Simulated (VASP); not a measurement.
Write the native input for VASP 6.6.1 that does the following.

```
Task                   : single point
Functional             : r2SCAN
Potentials or basis    : VASP PAW PBE potentials, release 64 (Y_sv, Se)
Cutoff                 : 520 eV
k mesh                 : 12 × 12 × 12
Occupations            : gaussian, width 0.1 eV
Spin                   : no spin polarisation
Dipole correction      : no
Further INCAR settings : ALGO = Normal; EDIFF = 1e-06; NBANDS = 16
```

YSe:

```xyz
2
Lattice="0.0000 2.9081 2.9081 2.9081 0.0000 2.9081 2.9081 2.9081 0.0000" Properties=species:S:1:pos:R:3 pbc="T T T"
Y     2.9081    2.9081    2.9081
Se    0.0000    0.0000    0.0000
```

This cell differs from its parent crystal: volume scaled by 1.03.

These files were run (other wordings do the same):

POSCAR

```
YSe
1.0
    0.0000000000      2.9080737055      2.9080737055
    2.9080737055      0.0000000000      2.9080737055
    2.9080737055      2.9080737055      0.0000000000
Y Se
1 1
Direct
    0.5000000000      0.5000000000      0.5000000000
    0.0000000000      0.0000000000      0.0000000000
```

INCAR.step1

```
PREC = Accurate ; ENCUT = 520
ISMEAR = 0 ; SIGMA = 0.1
LREAL = False ; LASPH = True
NELM = 80 ; NBANDS = 16
GGA = PE ; ALGO = Normal
EDIFF = 1E-4 ; LWAVE = True
LCHARG = False
```

INCAR.step2

```
PREC = Accurate ; ENCUT = 520
EDIFF = 1E-6 ; ISMEAR = 0
SIGMA = 0.1 ; LREAL = False
LASPH = True ; NELM = 80
ALGO = Normal ; ISIF = 2
LWAVE = False ; LCHARG = True
METAGGA = R2SCAN ; LMIXTAU = True
LELF = True ; LVHAR = True
NBANDS = 16 ; ISTART = 1
```

KPOINTS

```
regular mesh
0
Gamma
  12 12 12
```

Potentials or basis: VASP PAW PBE potentials, release 64 (Y_sv, Se).

Command:

```sh
$ cat potpaw_PBE.64/Y_sv/POTCAR potpaw_PBE.64/Se/POTCAR > POTCAR
$ cp INCAR.step1 INCAR
$ mpirun -np 1 vasp_std > vasp.out
$ cp INCAR.step2 INCAR
$ mpirun -np 1 vasp_std > vasp.out
```

Results of the run:

| Item | Value |
| --- | --- |
| Pressure | -2.4 GPa |

Caveat: the PAW data sets were made with another functional, which shifts forces and pressure a little.

Run time: 4.8 min on 1 thread of Intel Xeon 8259CL (shared host), peak memory 0.25 GiB.
